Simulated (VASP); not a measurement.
# SrCl2 (Fm-3m) in VASP: notebook, part 2 of 2

VASP 6.6.1. Earlier steps stand in the parts before.

## Step 4: Single point, PBEsol

Contents of INCAR:

```
ALGO = Normal
EDIFF = 1E-6
ENCUT = 500
GGA = PS
GGA_COMPAT = F
ISIF = 2
ISMEAR = 0
LASPH = T
LCHARG = F
LREAL = F
LWAVE = F
NBANDS = 19
NELM = 120
PREC = Accurate
SIGMA = 0.01
```

Contents of KPOINTS:

```
k-points
0
Gamma
  4 4 4
```

Contents of POSCAR:

```
SrCl2
1.0
    0.0000000000      3.4976509413      3.4976509413
    3.4976509413      0.0000000000      3.4976509413
    3.4976509413      3.4976509413      0.0000000000
Sr Cl
1 2
Direct
    0.0000000000      0.0000000000      0.0000000000
    0.2500000000      0.2500000000      0.2500000000
    0.7500000000      0.7500000000      0.7500000000
```

Potentials or basis: VASP PAW PBE potentials, release 64 (Sr_sv, Cl).

On the command line:

```
cat potpaw_PBE.64/Sr_sv/POTCAR potpaw_PBE.64/Cl/POTCAR > POTCAR
mpirun -np 1 vasp_std > vasp.out
```

OUTCAR:

```text
EDIFF = 1E-6
   ENCUT = 500
   GGA = PS
   ISIF = 2
   ISMEAR = 0
   LASPH = T
   LREAL = F
   NELM = 120
   PREC = Accurate

 ion  position               nearest neighbor table
   1  0.000  0.000  0.000-   3 3.03   3 3.03   3 3.03   2 3.03   3 3.03   2 3.03   2 3.03   2 3.03

   2  0.250  0.250  0.250-   1 3.03   1 3.03   1 3.03   1 3.03
   3  0.750  0.750  0.750-   1 3.03   1 3.03   1 3.03   1 3.03

  LATTYP: Found a face centered cubic cell.
 ALAT       =     6.9953018826

  Lattice vectors:

 A1 = (   0.0000000000,   3.4976509413,   3.4976509413)
 A2 = (   3.4976509413,   0.0000000000,   3.4976509413)
 A3 = (   3.4976509413,   3.4976509413,   0.0000000000)

Analysis of symmetry for initial positions (statically):
=====================================================================
 Subroutine PRICEL returns:
 Original cell was already a primitive cell.

 Routine SETGRP: Setting up the symmetry group for a
 face centered cubic supercell.

 Subroutine GETGRP returns: Found 48 space group operations
 (whereof 48 operations were pure point group operations)
 out of a pool of 48 trial point group operations.

The static configuration has the point symmetry O_h .

Analysis of symmetry for dynamics (positions and initial velocities):
=====================================================================
 Subroutine PRICEL returns:
 Original cell was already a primitive cell.

 Routine SETGRP: Setting up the symmetry group for a
 face centered cubic supercell.

 Subroutine GETGRP returns: Found 48 space group operations
 (whereof 48 operations were pure point group operations)
 out of a pool of 48 trial point group operations.

The dynamic configuration has the point symmetry O_h .

 Subroutine INISYM returns: Found 48 space group operations
 (whereof 48 operations are pure point group operations),
 and found     1 'primitive' translations

----------------------------------------------------------------------------------------

                                     Primitive cell

  volume of cell :      85.5775

  direct lattice vectors                    reciprocal lattice vectors
     0.000000000  3.497650941  3.497650941    -0.142953087  0.142953087  0.142953087
     3.497650941  0.000000000  3.497650941     0.142953087 -0.142953087  0.142953087
     3.497650941  3.497650941  0.000000000     0.142953087  0.142953087 -0.142953087

  length of vectors
     4.946425398  4.946425398  4.946425398     0.247602010  0.247602010  0.247602010

  position of ions in fractional coordinates (direct lattice)
     0.000000000  0.000000000  0.000000000
     0.250000000  0.250000000  0.250000000
     0.750000000  0.750000000  0.750000000

  ion indices of the primitive-cell ions
   primitive index   ion index
                 1           1
                 2           2
                 3           3

----------------------------------------------------------------------------------------

 KPOINTS: k-points

Automatic generation of k-mesh.
 Grid dimensions read from file:
 generate k-points for:    4    4    4

 Generating k-lattice:

  Cartesian coordinates                     Fractional coordinates (reciprocal lattice)
    -0.035738272  0.035738272  0.035738272     0.250000000  0.000000000  0.000000000
     0.035738272 -0.035738272  0.035738272     0.000000000  0.250000000  0.000000000
     0.035738272  0.035738272 -0.035738272     0.000000000  0.000000000  0.250000000

  Length of vectors
     0.061900503  0.061900503  0.061900503

  Shift w.r.t. Gamma in fractional coordinates (k-lattice)
     0.000000000  0.000000000  0.000000000

 Subroutine IBZKPT returns following result:
 ===========================================

 Found      8 irreducible k-points:

 Following reciprocal coordinates:
            Coordinates               Weight
  0.000000  0.000000  0.000000      1.000000
  0.250000  0.000000  0.000000      8.000000
  0.500000  0.000000  0.000000      4.000000
  0.250000  0.250000  0.000000      6.000000
  0.500000  0.250000  0.000000     24.000000
 -0.250000  0.250000  0.000000     12.000000
  0.500000  0.500000  0.000000      3.000000
 -0.250000  0.500000  0.250000      6.000000
   k-points           NKPTS =      8   k-points in BZ     NKDIM =      8   number of bands    NBANDS=     19
   number of dos      NEDOS =    301   number of ions     NIONS =      3
   total plane-waves  NPLWV =  46656
   dimension x,y,z NGX =    36 NGY =   36 NGZ =   36
   dimension x,y,z NGXF=    72 NGYF=   72 NGZF=   72
   ions per type =               1   2
   NGX,Y,Z   is equivalent  to a cutoff of  12.10, 12.10, 12.10 a.u.
   NGXF,Y,Z  is equivalent  to a cutoff of  24.20, 24.20, 24.20 a.u.
 SYSTEM =  unknown system
   PREC   = accura    normal or accurate (medium, high low for compatibility)
   ISTART =      0    job   : 0-new  1-cont  2-samecut
   ICHARG =      2    charge: 1-file 2-atom 10-const
   ISPIN  =      1    spin polarized calculation?
   LNONCOLLINEAR =      F non collinear calculations
   LSORBIT =      F    spin-orbit coupling
   LASPH  =      T    aspherical Exc in radial PAW
   ENCUT  =  500.0 eV  36.75 Ry    6.06 a.u.   9.02  9.02  9.02*2*pi/ulx,y,z
   NELM   =    120;   NELMIN=  2; NELMDL= -5     # of ELM steps
   EDIFF  = 0.1E-05   stopping-criterion for ELM
   LREAL  =      F    real-space projection
   EDIFFG = 0.1E-04   stopping-criterion for IOM
   NSW    =      0    number of steps for IOM
   IBRION =     -1    ionic relax: 0-MD 1-quasi-New 2-CG
   NFREE  =      0    steps in history (QN), initial steepest desc. (CG)
   ISIF   =      2    stress and relaxation
   ISYM   =      2    0-nonsym 1-usesym 2-fastsym
   POTIM  = 0.5000    time-step for ionic-motion
   TEBEG  =    0.0;   TEEND  =   0.0 temperature during run
   PSTRESS=    0.0 pullay stress
   NELECT =      24.0000    total number of electrons
   NUPDOWN=      -1.0000    fix difference up-down
   EMIN   =  10.00;   EMAX   =-10.00  energy-range for DOS
   EFERMI =   0.00;   METHOD = LEGACY
   ISMEAR =     0;   SIGMA  =   0.01  broadening in eV -4-tet -1-fermi 0-gaus
   EFERMI_NEDOS =   21; number of points for ismear=-14 and -15
   IALGO  =     38    algorithm
   IMIX   =      4    mixing-type and parameters
     AMIX     =   0.40;   BMIX     =  1.00
     AMIX_MAG =   1.60;   BMIX_MAG =  1.00
  volume/ion in A,a.u.               =      28.53       192.50
  Fermi-wavevector in a.u.,A,eV,Ry     =   1.071582  2.024997 15.623409  1.148288
  Thomas-Fermi vector in A             =   2.207327
   LORBIT       =      0    0 simple, 1 ext, 2 COOP (PROOUT), +10 PAW based schemes
   GGA     = PS    functional components
   LHFCALC =     F    Hartree Fock is set to
   AEXX    =    0.0000 exact exchange contribution
   IVDW    =     0    specifies the selected vdW correction
   LEPSILON=     F    determine dielectric tensor
   LRPA    =     F    only Hartree local field effects (RPA)
 non-spin polarized calculation
 Gauss-broadening in eV      SIGMA  =   0.01
  energy-cutoff  :      500.00
  volume of cell :       85.58
 maximum number of plane-waves:      2200
   NGX = 17   NGY = 17   NGZ = 17

 number of electron      24.0000002 magnetization

 Free energy of the ion-electron system (eV)
  ---------------------------------------------------
  ext. energy  EPLUGINS =         0.00000000
  ---------------------------------------------------
  free energy    TOTEN  =       -13.33227653 eV

  energy without entropy =      -13.33227653  energy(sigma->0) =      -13.33227653

 E-fermi :   0.0796     XC(G=0):  -8.4554

 val. band max:        0.0316498043   @ k =   0.5000   0.5000   0.0000
 cond. band min:       5.1357147987   @ k =   0.0000   0.0000   0.0000
 fundamental gap:      5.1040649944
 Fermi energy:         0.0796428020

 k-point     1 :       0.0000    0.0000    0.0000
  band No.  band energies     occupation
      1     -32.7950      2.00000
      2     -14.8073      2.00000
      3     -14.8073      2.00000
      4     -14.8073      2.00000
      5     -13.2402      2.00000
      6     -12.3890      2.00000
[... 11 lines left out ...]
     18       8.8963      0.00000
     19       9.2605      0.00000
[... 133 lines left out ...]
 k-point     8 :      -0.2500    0.5000    0.2500
  band No.  band energies     occupation
      1     -32.7908      2.00000
      2     -15.0049      2.00000
      3     -15.0049      2.00000
      4     -14.8408      2.00000
      5     -12.5781      2.00000
      6     -12.5781      2.00000
[... 11 lines left out ...]
     18       9.3254      0.00000
     19      10.5467      0.00000

------------------------ aborting loop because EDIFF is reached ----------------------------------------

  FORCE on cell =-STRESS in cart. coord.  units (eV):
  Direction    XX          YY          ZZ          XY          YZ          ZX
  --------------------------------------------------------------------------------------
  -------------------------------------------------------------------------------------
  Total       -0.6519183     -0.6519183     -0.6519183     -0.0000000     -0.0000000     -0.0000000
  in kB      -12.2051844    -12.2051844    -12.2051844     -0.0000000     -0.0000000     -0.0000000
  external PRESSURE =     -12.2051844 kB  Pullay stress =       0.0000000 kB

 VOLUME and BASIS-vectors are now :
 -----------------------------------------------------------------------------
  energy-cutoff  :      500.00
  volume of cell :       85.58
      direct lattice vectors                 reciprocal lattice vectors
     0.000000000  3.497650941  3.497650941    -0.142953087  0.142953087  0.142953087
     3.497650941  0.000000000  3.497650941     0.142953087 -0.142953087  0.142953087
     3.497650941  3.497650941  0.000000000     0.142953087  0.142953087 -0.142953087

 POSITION                                       TOTAL-FORCE (eV/Angst)
 -----------------------------------------------------------------------------------
      0.00000      0.00000      0.00000         0.000000      0.000000      0.000000
      1.74883      1.74883      1.74883        -0.000000     -0.000000     -0.000000
      5.24648      5.24648      5.24648         0.000000      0.000000      0.000000
 -----------------------------------------------------------------------------------
    total drift:                                0.000000      0.000000      0.000000

  FREE ENERGIE OF THE ION-ELECTRON SYSTEM (eV)
  ---------------------------------------------------
  free  energy   TOTEN  =       -13.3322765285 eV

  energy  without entropy=      -13.3322765285  energy(sigma->0) =      -13.33227653
```

Wall time 22 s (1 thread of Intel Xeon 8259CL, shared host); peak memory 0.21 GiB.

What came out:

```yaml
Free_energy: -13.3323 eV
Pressure: -1.2 GPa
Band_gap_on_the_k_mesh: 5.10 eV, indirect (least direct gap 5.36 eV)
```

Caveat: the PAW data sets were made with another functional, which shifts forces and pressure a little. A hybrid or GW would open this gap; PBEsol tends to underestimate it.

## Step 5: Single point, PBEsol

Contents of INCAR:

```
SYSTEM = SrCl2
PREC = Accurate
ENCUT = 500
EDIFF = 1E-6
ISMEAR = -1
SIGMA = 0.05
LREAL = .FALSE.
LASPH = .TRUE.
NELM = 120
ALGO = Normal
ISIF = 2
LWAVE = .FALSE.
LCHARG = .FALSE.
GGA = PS
NBANDS = 19
GGA_COMPAT = .FALSE.
```

Contents of KPOINTS:

```
regular mesh
0
G
  4 4 4
  0 0 0
```

POSCAR is that of step 4.

On the command line:

```
cat potpaw_PBE.64/Sr_sv/POTCAR potpaw_PBE.64/Cl/POTCAR > POTCAR
mpirun -np 1 vasp_std > vasp.out
```

It took 23 s on 1 thread of Intel Xeon 8259CL, shared host; peak memory 0.2 GiB.

The run converged. Its results:

| Property | Result |
| --- | --- |
| Free energy | -13.3323 eV |
| Pressure | -1.2 GPa |
| Band gap on the k mesh | 5.10 eV, indirect (least direct gap 5.36 eV) |

Levels at points of the mesh, in eV from the valence-band top:
```tsv
k point	band 10	band 11	band 12	band 13	band 14	band 15
(0.00, 0.00, 0.00)	-0.34	-0.34	-0.34	5.10	5.98	5.98
(0.50, 0.00, 0.00)	-1.33	-1.06	-1.06	6.60	6.60	7.39
(0.50, 0.50, 0.00)	-0.41	-0.41	0.00	5.36	6.91	7.50
```

Caveat: the PAW data sets were made with another functional, which shifts forces and pressure a little. A k mesh can miss the band edges.

## Step 6: Overview

| smearing | gap on the mesh (eV) | pressure (GPa) |
| --- | --- | --- |
| gaussian 0.01 eV | 5.10 | -1.2 |
| tetrahedron | 5.10 | -1.2 |
| fermi-dirac 0.05 eV | 5.10 | -1.2 |

Alike in all rows: task single point; level PBEsol; potentials or basis VASP PAW PBE potentials, release 64 (Sr_sv, Cl); no spin polarisation; cell as given; k mesh 4 × 4 × 4; cutoff (eV) 500.

On the cell as given the gap runs from 5.10 eV (PBEsol) to 5.10 eV (PBEsol).

Caveats: the PAW data sets were made with another functional, which shifts forces and pressure a little.

Absolute energies hang on the potentials; compare differences alone.
